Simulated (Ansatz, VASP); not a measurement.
Two plane-wave programs on Pt

```
Pt
1.0
     2.72517    0.00000    0.00000
    -1.36258    2.36007    0.00000
     0.00000    0.00000    9.41361
Pt
4
Direct
  0.66667 0.33333 0.37500
  0.66667 0.33333 0.87500
  0.33333 0.66667 0.12500
  0.33333 0.66667 0.62500
```

Alike in both runs: task single point; functional PBEsol; k mesh 12 × 12 × 4; occupations gaussian, width 0.15 eV; no spin polarisation.

```csv
,VASP,Ansatz
version,VASP 6.6.1,Ansatz 0.2.0
potentials or method,"VASP PAW PBE potentials, release 64 (Pt), cutoff 520 eV","scalar-relativistic, plane waves, PAW"
valence electrons in the cell,40,72
```

|  | VASP | Ansatz | Ansatz less VASP |
| --- | --- | --- | --- |
| gap on the k mesh at the Fermi level (eV) | none | none | - |
| pressure (GPa) | -0.2 | 0.2 | +0.40 |
| traceless stress, the component that is largest in VASP (GPa) | -0.30 | -0.17 | +0.130 |

VASP's potentials were made for PBE, not for PBEsol. A gap of «none» marks a metal or a gap that the smearing closes. The functional is the same, so the differences come from potentials, cutoffs and numerics. VASP's potentials hold 40 valence electrons a cell and Ansatz's 72, so a difference there can come from the potentials and not from the codes.

Neither program's run includes spin-orbit coupling.
